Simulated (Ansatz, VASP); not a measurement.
**One calculation of Ta2N, two programs**

The input INCAR:

```
  ALGO = Normal
  EDIFF = 1E-7
  ENCUT = 520
  GGA = PS
  ISIF = 2
  ISMEAR = 0
  LASPH = True
  LCHARG = True
  LELF = True
  LREAL = False
  LVHAR = True
  LWAVE = False
  NBANDS = 50
  NELM = 60
  PREC = Accurate
  SIGMA = 0.1
```

Contents of KPOINTS:

```
k-points
0
Gamma
  6 6 4
```

The input POSCAR:

```
Ta2N
1.0
    5.2965720514      0.0000000000      0.0000000000
   -2.6482860257      4.5869659495      0.0000000000
    0.0000000000      0.0000000000      4.9391825701
Ta N
6 3
Direct
    0.6663616700      0.6663616700      0.7536182600
    0.0000000000      0.3336383300      0.7536182600
    0.3336383300      0.0000000000      0.7536182600
    0.3336383300      0.3336383300      0.2463817400
    0.0000000000      0.6663616700      0.2463817400
    0.6663616700      0.0000000000      0.2463817400
    0.6666666667      0.3333333333      0.5000000000
    0.3333333333      0.6666666667      0.5000000000
    0.0000000000      0.0000000000      0.0000000000
```

Input for Ansatz:

```yaml
crystal:
  lattice:
    - [5.2965720514, 0.0, 0.0]
    - [-2.6482860257, 4.5869659495, 0.0]
    - [0.0, 0.0, 4.9391825701]
  atoms:
    - { symbol: Ta, position: [0.66636167, 0.66636167, 0.75361826] }
    - { symbol: Ta, position: [0.0, 0.33363833, 0.75361826] }
    - { symbol: Ta, position: [0.33363833, 0.0, 0.75361826] }
    - { symbol: Ta, position: [0.33363833, 0.33363833, 0.24638174] }
    - { symbol: Ta, position: [0.0, 0.66636167, 0.24638174] }
    - { symbol: Ta, position: [0.66636167, 0.0, 0.24638174] }
    - { symbol: "N", position: [0.6666666667, 0.3333333333, 0.5] }
    - { symbol: "N", position: [0.3333333333, 0.6666666667, 0.5] }
    - { symbol: "N", position: [0.0, 0.0, 0.0] }
basis:
  ecutwfc: 420
kpoints:
  mp_grid: { grid: [6, 6, 4] }
hamiltonian:
  xc: pbesol
scf:
  occupations: { method: gaussian, width: 0.1 }
output:
  forces: true
  stress: true
  eigenvalues: true
```

Alike in both runs: task single point; functional PBEsol; k mesh 6 × 6 × 4; occupations gaussian, width 0.1 eV; no spin polarisation.

```csv
,VASP,Ansatz
version,VASP 6.6.1,Ansatz 0.2.0
potentials or method,"VASP PAW PBE potentials, release 64 (Ta_pv, N), cutoff 520 eV","scalar-relativistic, plane waves, PAW"
valence electrons in the cell,81,93
```

```csv
,VASP,Ansatz,Ansatz less VASP
gap on the k mesh at the Fermi level (eV),none,none,-
pressure (GPa),-4.8,-5.3,-0.52
"traceless stress, the component that is largest in VASP (GPa)",-0.29,-0.27,+0.023
rms of the force components (eV/Å),0.045,0.053,+0.0076
```

VASP's potentials were made for PBE, not for PBEsol. Atom by atom the forces differ by 0.008 eV/Å (rms over components). A gap of «none» marks a metal or a gap that the smearing closes. VASP's potentials hold 81 valence electrons a cell and Ansatz's 93, so a difference there can come from the potentials and not from the codes.

Neither program's run includes spin-orbit coupling.
